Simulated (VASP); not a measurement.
# Si3N4: relaxation of cell and atoms with PBEsol

The system is Si3N4.

```
Si N
1.0
     4.13078    0.00000    0.00000
     0.00000    4.13078    0.00000
     0.00000    0.00000    4.13078
Si N
3 4
Direct
  0.00000 0.00000 0.50000
  0.50000 0.00000 0.00000
  0.00000 0.50000 0.00000
  0.23952 0.23952 0.76048
  0.76048 0.76048 0.76048
  0.23952 0.76048 0.23952
  0.76048 0.23952 0.23952
```

- Program: VASP 6.6.1
- Task: relaxation of cell and atoms
- Functional: PBEsol
- Potentials or basis: VASP PAW PBE potentials, release 64 (Si, N)
- Cutoff: 600 eV
- k mesh: 6 × 6 × 6
- Occupations: fermi-dirac, width 0.05 eV
- Spin: no spin polarisation
- Dipole correction: no
- Further INCAR settings: ALGO = Normal; EDIFF = 1e-06; IBRION = 2; EDIFFG = -0.005; NSW = 80; ISIF = 3

The relaxed volume is 9.89 Å³/atom. The relaxed cell is a = 4.106 Å, b = 4.106 Å, c = 4.106 Å, α = 90.00°, β = 90.00°, γ = 90.00° and the space group after relaxing (to 0.05 Å) is P-43m (No. 215). The energy gained by relaxing is 2.2 meV/atom. The ionic steps are 5. The pressure after relaxing is 0.0 GPa. The band gap on the k mesh is 2.59 eV, indirect (least direct gap 2.80 eV).

The path:
```tsv
step	energy change (eV)	largest force (eV/Å)	pressure (GPa)	volume (Å³)
1	0.0000	0.0477	-3.99	70.48
2	0.0106	0.3367	5.46	67.96
3	-0.0141	0.1113	-0.08	69.38
4	-0.0155	0.0318	-0.05	69.26
5	-0.0156	0.0009	-0.03	69.22
```

Final structure:
```
CELL_PARAMETERS angstrom
4.10582 0.00000 0.00000
0.00000 4.10582 0.00000
0.00000 0.00000 4.10582
ATOMIC_POSITIONS crystal
Si 0.00000 0.00000 0.50000
Si 0.50000 0.00000 0.00000
Si 0.00000 0.50000 0.00000
N 0.24031 0.24031 0.75969
N 0.75969 0.75969 0.75969
N 0.24031 0.75969 0.24031
N 0.75969 0.24031 0.24031
```

Levels at points of the mesh, in eV from the valence-band top:
```tsv
k point	band 12	band 13	band 14	band 15	band 16	band 17	band 18	band 19	band 20
(0.00, 0.00, 0.00)	-3.35	-3.35	-0.21	-0.21	-0.21	2.59	2.59	2.59	4.35
(0.50, 0.00, 0.00)	-3.37	-3.21	-2.40	-0.58	-0.58	4.85	5.68	5.68	5.81
(0.50, 0.50, 0.00)	-3.17	-2.48	-1.88	-0.26	-0.26	6.29	6.29	7.88	7.91
(0.50, 0.50, 0.50)	-2.75	-2.75	0.00	0.00	0.00	5.85	5.85	5.85	8.43
```

Run time: 2.8 min on 1 thread of Intel Xeon 8259CL, on a shared host, peak memory 0.21 GiB.

Caveat: the PAW data sets were made with another functional, which shifts forces and pressure a little. A k mesh can miss the band edges.
